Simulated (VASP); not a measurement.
# Ti (P6_3/mmc) in VASP: notebook, part 3 of 3

VASP 6.6.1.

## Step 5: Relaxation of cell and atoms, PBE

INCAR reads:

```
  ALGO = Normal
  EDIFF = 1E-6
  EDIFFG = -0.005
  ENCUT = 600
  GGA = PE
  IBRION = 2
  ISIF = 3
  ISMEAR = -1
  LASPH = T
  LCHARG = F
  LREAL = F
  LWAVE = F
  NELM = 60
  NSW = 60
  PREC = Accurate
  SIGMA = 0.05
```

KPOINTS reads:

```
k-points
0
Gamma
  17 17 9
```

POSCAR reads:

```
Ti
1.0
    2.9162152113      0.0000000000      0.0000000000
   -1.4581076057      2.5255164559      0.0000000000
    0.0000000000      0.0000000000      4.7242686424
Ti
2
Direct
    0.3333333333      0.6666666667      0.2500000000
    0.6666666667      0.3333333333      0.7500000000
```

Potentials or basis: VASP PAW PBE potentials, release 64 (Ti_sv).

Command:

```bash
$ cat potpaw_PBE.64/Ti_sv/POTCAR > POTCAR
$ mpirun -np 1 vasp_std > vasp.out
```

OUTCAR:

```text
EDIFF = 1E-6
   EDIFFG = -0.005
   ENCUT = 600
   GGA = PE
   IBRION = 2
   ISIF = 3
   ISMEAR = -1
   LASPH = T
   LREAL = F
   NELM = 60
   NSW = 60
   PREC = Accurate

 ion  position               nearest neighbor table
   1  0.333  0.667  0.250-   2 2.90   2 2.90   2 2.90   2 2.90   2 2.90   2 2.90
   2  0.667  0.333  0.750-   1 2.90   1 2.90   1 2.90   1 2.90   1 2.90   1 2.90

  LATTYP: Found a hexagonal cell.
 ALAT       =     2.9162152113
 C/A-ratio  =     1.6200000000

  Lattice vectors:

 A1 = (   2.9162152113,   0.0000000000,   0.0000000000)
 A2 = (  -1.4581076057,   2.5255164559,   0.0000000000)
 A3 = (   0.0000000000,   0.0000000000,   4.7242686424)

Analysis of symmetry for initial positions (statically):
=====================================================================
 Subroutine PRICEL returns:
 Original cell was already a primitive cell.

 Routine SETGRP: Setting up the symmetry group for a
 hexagonal supercell.

 Subroutine GETGRP returns: Found 24 space group operations
 (whereof 12 operations were pure point group operations)
 out of a pool of 24 trial point group operations.

The static configuration has the point symmetry D_3d.
 The point group associated with its full space group is D_6h.

Analysis of symmetry for dynamics (positions and initial velocities):
=====================================================================
 Subroutine PRICEL returns:
 Original cell was already a primitive cell.

 Routine SETGRP: Setting up the symmetry group for a
 hexagonal supercell.

 Subroutine GETGRP returns: Found 24 space group operations
 (whereof 12 operations were pure point group operations)
 out of a pool of 24 trial point group operations.

The dynamic configuration has the point symmetry D_3d.
 The point group associated with its full space group is D_6h.

 Subroutine INISYM returns: Found 24 space group operations
 (whereof 12 operations are pure point group operations),
 and found     1 'primitive' translations

----------------------------------------------------------------------------------------

                                     Primitive cell

  volume of cell :      34.7940

  direct lattice vectors                    reciprocal lattice vectors
     2.916215211  0.000000000  0.000000000     0.342910220  0.197979308  0.000000000
    -1.458107606  2.525516456  0.000000000     0.000000000  0.395958616  0.000000000
     0.000000000  0.000000000  4.724268642     0.000000000  0.000000000  0.211672975

  length of vectors
     2.916215211  2.916215211  4.724268642     0.395958616  0.395958616  0.211672975

  position of ions in fractional coordinates (direct lattice)
     0.333333333  0.666666667  0.250000000
     0.666666667  0.333333333  0.750000000

  ion indices of the primitive-cell ions
   primitive index   ion index
                 1           1
                 2           2

----------------------------------------------------------------------------------------

 KPOINTS: k-points

Automatic generation of k-mesh.
[... 46 lines left out ...]
  0.176471  0.176471  0.000000      6.000000
 [... further k-points ...]
   k-points           NKPTS =    165   k-points in BZ     NKDIM =    165   number of bands    NBANDS=     16
   number of dos      NEDOS =    301   number of ions     NIONS =      2
   total plane-waves  NPLWV =  23040
   dimension x,y,z NGX =    24 NGY =   24 NGZ =   40
   dimension x,y,z NGXF=    48 NGYF=   48 NGZF=   80
   ions per type =               2
   NGX,Y,Z   is equivalent  to a cutoff of  13.68, 13.68, 14.08 a.u.
   NGXF,Y,Z  is equivalent  to a cutoff of  27.36, 27.36, 28.15 a.u.
 SYSTEM =  unknown system
   PREC   = accura    normal or accurate (medium, high low for compatibility)
   ISTART =      0    job   : 0-new  1-cont  2-samecut
   ICHARG =      2    charge: 1-file 2-atom 10-const
   ISPIN  =      1    spin polarized calculation?
   LNONCOLLINEAR =      F non collinear calculations
   LSORBIT =      F    spin-orbit coupling
   LASPH  =      T    aspherical Exc in radial PAW
   ENCUT  =  600.0 eV  44.10 Ry    6.64 a.u.   5.82  5.82  9.44*2*pi/ulx,y,z
   NELM   =     60;   NELMIN=  2; NELMDL= -5     # of ELM steps
   EDIFF  = 0.1E-05   stopping-criterion for ELM
   LREAL  =      F    real-space projection
   EDIFFG = -.5E-02   stopping-criterion for IOM
   NSW    =     60    number of steps for IOM
   IBRION =      2    ionic relax: 0-MD 1-quasi-New 2-CG
   NFREE  =      1    steps in history (QN), initial steepest desc. (CG)
   ISIF   =      3    stress and relaxation
   ISYM   =      2    0-nonsym 1-usesym 2-fastsym
   POTIM  = 0.5000    time-step for ionic-motion
   TEBEG  =    0.0;   TEEND  =   0.0 temperature during run
   PSTRESS=    0.0 pullay stress
   NELECT =      24.0000    total number of electrons
   NUPDOWN=      -1.0000    fix difference up-down
   EMIN   =  10.00;   EMAX   =-10.00  energy-range for DOS
   EFERMI =   0.00;   METHOD = LEGACY
   ISMEAR =    -1;   SIGMA  =   0.05  broadening in eV -4-tet -1-fermi 0-gaus
   EFERMI_NEDOS =   21; number of points for ismear=-14 and -15
   IALGO  =     38    algorithm
   IMIX   =      4    mixing-type and parameters
     AMIX     =   0.40;   BMIX     =  1.00
     AMIX_MAG =   1.60;   BMIX_MAG =  1.00
  volume/ion in A,a.u.               =      17.40       117.40
  Fermi-wavevector in a.u.,A,eV,Ry     =   1.446473  2.733438 28.467271  2.092285
  Thomas-Fermi vector in A             =   2.564538
   LORBIT       =      0    0 simple, 1 ext, 2 COOP (PROOUT), +10 PAW based schemes
   GGA     = PE    functional components
   LHFCALC =     F    Hartree Fock is set to
   AEXX    =    0.0000 exact exchange contribution
   IVDW    =     0    specifies the selected vdW correction
   LEPSILON=     F    determine dielectric tensor
   LRPA    =     F    only Hartree local field effects (RPA)
 conjugate gradient relaxation of ions
 non-spin polarized calculation
  energy-cutoff  :      600.00
  volume of cell :       34.79
 maximum number of plane-waves:      1182
 NGX is ok and might be reduce to    24
   NGX = 11   NGY = 11   NGZ = 19

--------------------------------------- Ionic step        1  -------------------------------------------

 number of electron      23.9999994 magnetization

 Free energy of the ion-electron system (eV)
  ---------------------------------------------------
  ext. energy  EPLUGINS =         0.00000000
  ---------------------------------------------------
  free energy    TOTEN  =       -15.67548735 eV

  energy without entropy =      -15.65810398  energy(sigma->0) =      -15.66679567

------------------------ aborting loop because EDIFF is reached ----------------------------------------

  FORCE on cell =-STRESS in cart. coord.  units (eV):
  Direction    XX          YY          ZZ          XY          YZ          ZX
  --------------------------------------------------------------------------------------
  -------------------------------------------------------------------------------------
  Total        0.1248764      0.1248764     -0.4372036     -0.0000000      0.0000000      0.0000000
  in kB        5.7502467      5.7502467    -20.1321407     -0.0000000      0.0000000      0.0000000
  external PRESSURE =      -2.8772158 kB  Pullay stress =       0.0000000 kB
[... 131 lines left out ...]
--------------------------------------- Ionic step        5  -------------------------------------------

 number of electron      23.9999993 magnetization

 Free energy of the ion-electron system (eV)
  ---------------------------------------------------
  ext. energy  EPLUGINS =         0.00000000
  ---------------------------------------------------
  free energy    TOTEN  =       -15.68017364 eV

  energy without entropy =      -15.66327706  energy(sigma->0) =      -15.67172535

 E-fermi :   8.3473     XC(G=0): -11.5011

 val. band max:        8.3429598630   @ k =   0.3529   0.1765   0.3333
 cond. band min:       8.3501281396   @ k =   0.1176   0.0000   0.4444
 fundamental gap:      0.0071682767
 Fermi energy:         8.3473210062

 k-point     1 :       0.0000    0.0000    0.0000
  band No.  band energies     occupation
      1     -48.5150      2.00000
      2     -48.3772      2.00000
      3     -25.1048      2.00000
      4     -24.4605      2.00000
      5     -24.4605      2.00000
      6     -24.3932      2.00000
[... 433 lines left out ...]
      3     -24.9277      2.00000
      4     -24.7154      2.00000
      5     -24.7120      2.00000
      6     -24.5422      2.00000
[... 8 lines left out ...]
     15       9.4781      0.00000
     16      10.2945      0.00000

 [... further k-points ...]

------------------------ aborting loop because EDIFF is reached ----------------------------------------

  FORCE on cell =-STRESS in cart. coord.  units (eV):
  Direction    XX          YY          ZZ          XY          YZ          ZX
  --------------------------------------------------------------------------------------
  -------------------------------------------------------------------------------------
  Total        0.0065573      0.0065573     -0.0005857     -0.0000000     -0.0000000     -0.0000000
  in kB        0.3026871      0.3026871     -0.0270378     -0.0000000     -0.0000000     -0.0000000
  external PRESSURE =       0.1927788 kB  Pullay stress =       0.0000000 kB
[... 17 lines left out ...]
  FREE ENERGIE OF THE ION-ELECTRON SYSTEM (eV)
  ---------------------------------------------------
  free  energy   TOTEN  =       -15.6801736368 eV

  energy  without entropy=      -15.6632770594  energy(sigma->0) =      -15.67172535

 reached required accuracy - stopping structural energy minimisation
```

OSZICAR:

```text
N       E                     dE             d eps       ncg     rms          rms(c)
DAV:   1     0.260359151776E+03    0.26036E+03   -0.14751E+04  5288   0.205E+03
DAV:   2     0.117934210768E+02   -0.24857E+03   -0.24720E+03  5424   0.519E+02
DAV:   3    -0.164409727079E+02   -0.28234E+02   -0.27999E+02 10352   0.141E+02
[... 46 lines left out ...]
DAV:   3    -0.156800285888E+02    0.15410E-03   -0.23885E-03  7912   0.349E-01    0.508E-02
DAV:   4    -0.156801056980E+02   -0.77109E-04   -0.34813E-04  6984   0.165E-01    0.192E-02
DAV:   5    -0.156801652560E+02   -0.59558E-04   -0.19068E-04  7520   0.999E-02    0.289E-02
DAV:   6    -0.156801729167E+02   -0.76607E-05   -0.47090E-05  7208   0.668E-02    0.624E-03
DAV:   7    -0.156801736368E+02   -0.72002E-06   -0.68831E-06  6272   0.244E-02
   5 F= -.15680174E+02 E0= -.15671725E+02  d E =-.312781E-03
```

CONTCAR:

```text
Ti
   1.00000000000000
     2.9371222045718373   -0.0000000000004157   -0.0000000000000000
    -1.4685611023366372    2.5436224431906194    0.0000000000000000
    -0.0000000000000000    0.0000000000000000    4.6458481144320007
  Ti
     2
Direct
     0.3333333332999970    0.6666666667000030    0.2500000000000000
     0.6666666667000030    0.3333333332999970    0.7500000000000000

  0.00000000E+00  0.00000000E+00  0.00000000E+00
  0.00000000E+00  0.00000000E+00  0.00000000E+00
```

It took 6.8 min on 1 thread of Intel Xeon 8259CL, shared host; peak memory 0.24 GiB.

What came out:

```yaml
Free_energy: -15.6802 eV
Relaxed_volume: 17.35 Å³/atom
Relaxed_cell: a = 2.937 Å, b = 2.937 Å, c = 4.646 Å, α = 90.00°, β = 90.00°, γ = 120.00°
Space_group_after_relaxing_to_0.05_Å: P6_3/mmc (No. 194)
Energy_gained_by_relaxing: 2.3 meV/atom
Ionic_steps: 5
Pressure_after_relaxing: 0.0 GPa
Band_gap_on_the_k_mesh: zero (band 12 reaches 9.12 eV, above the bottom of band 13 at 8.05 eV)
```

The path:
| step | energy change (eV) | largest force (eV/Å) | pressure (GPa) | volume (Å³) |
| --- | --- | --- | --- | --- |
| 1 | 0.0000 | 0.0000 | -0.29 | 34.79 |
| 2 | -0.0037 | 0.0000 | 0.22 | 34.63 |
| 3 | -0.0044 | 0.0000 | 0.49 | 34.54 |
| 4 | -0.0046 | 0.0000 | -0.36 | 34.81 |
| 5 | -0.0047 | 0.0000 | 0.02 | 34.71 |

Final structure:
```yaml
crystal:
  lattice:
    - [2.93712, 0.00000, 0.00000]
    - [-1.46856, 2.54362, 0.00000]
    - [0.00000, 0.00000, 4.64585]
  atoms:
    - { symbol: Ti, position: [0.33333, 0.66667, 0.25000] }
    - { symbol: Ti, position: [0.66667, 0.33333, 0.75000] }
```

Levels at points of the mesh, in eV from the Fermi level:
```
           k point  band 10  band 11  band 12  band 13  band 14  band 15
(0.00, 0.00, 0.00)    -2.69     0.77     0.77     0.78     0.89     1.27
```

## Step 6: Overview

| task | cell | k mesh | cutoff (eV) | gap on the mesh (eV) | pressure (GPa) |
| --- | --- | --- | --- | --- | --- |
| single point | a = 2.940, b = 2.940, c = 4.648 Å, angles 90.0, 90.0, 120.0°, 2 atoms | 13 × 13 × 7 | 520 | none | -0.2 |
| single point | a = 2.940, b = 2.940, c = 4.648 Å, angles 90.0, 90.0, 120.0°, 2 atoms | 17 × 17 × 9 | 520 | none | -0.2 |
| relaxation of cell and atoms | relaxed from a = 2.916, b = 2.916, c = 4.724 Å, angles 90.0, 90.0, 120.0°, 2 atoms | 17 × 17 × 9 | 600 | none | 0.0 |

Alike in all rows: level PBE; potentials or basis VASP PAW PBE potentials, release 64 (Ti_sv); no spin polarisation; smearing fermi-dirac 0.05 eV.

Total energies depend on the potentials used, so only differences within one code and one set of settings carry meaning.
